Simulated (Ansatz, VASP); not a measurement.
**Two plane-wave programs on Rh**

```
CELL_PARAMETERS angstrom
0.00000 2.70509 2.70509
2.70509 0.00000 2.70509
2.70509 2.70509 0.00000
ATOMIC_POSITIONS crystal
Rh 0.12500 0.12500 0.12500
Rh 0.87500 0.87500 0.87500
```

Alike in both runs: task single point; functional RPBE; k mesh 11 × 11 × 11; occupations fermi-dirac, width 0.1 eV; no spin polarisation.

```csv
,VASP,Ansatz
version,VASP 6.6.1,Ansatz 0.2.0
potentials or method,"VASP PAW PBE potentials, release 64 (Rh_pv), cutoff 520 eV","plane waves (420 eV) with PAW, scalar-relativistic"
valence electrons in the cell,30,34
```

|  | VASP | Ansatz | Ansatz less VASP |
| --- | --- | --- | --- |
| pressure (GPa) | 12.0 | 11.7 | -0.22 |

VASP's potentials were made for PBE, not for RPBE. With one functional, cell and mesh, what is left measures potentials, basis and numerics. VASP's potentials hold 30 valence electrons a cell and Ansatz's 34, so a difference there can come from the potentials and not from the codes.
